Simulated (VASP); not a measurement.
Input of a VASP 6.6.1 run:

File INCAR:

```
ALGO = Normal
EDIFF = 1E-7
ENCUT = 520
GGA = PE
ISIF = 2
ISMEAR = 0
LASPH = T
LCHARG = F
LREAL = F
LWAVE = F
NBANDS = 20
NELM = 100
PREC = Accurate
SIGMA = 0.023
```

File KPOINTS:

```
k-points
0
Gamma
  10 10 2
```

File POSCAR:

```
WS2
1.0
    3.1835163552      0.0000000000      0.0000000000
   -1.5917581776      2.7570060369      0.0000000000
    0.0000000000      0.0000000000     16.9505778900
W S
1 2
Direct
    0.0000000000      0.0000000000      0.0000000000
    0.3333333333      0.6666666667      0.0920005100
    0.3333333333      0.6666666667      0.9079994900
```

Potentials or basis: VASP PAW PBE potentials, release 64 (W_sv, S).

Launch:

```console
$ cat potpaw_PBE.64/W_sv/POTCAR potpaw_PBE.64/S/POTCAR > POTCAR
$ mpirun -np 1 vasp_std > vasp.out
```

(1) Predict the band gap on the k mesh.

(2) Estimate the largest force.

## Answers

(1) 2.00 eV, indirect (least direct gap 2.16 eV).

(2) 0.263 eV/Å.

Caveat: spin-orbit coupling is left out, which moves the levels of the heavy elements.
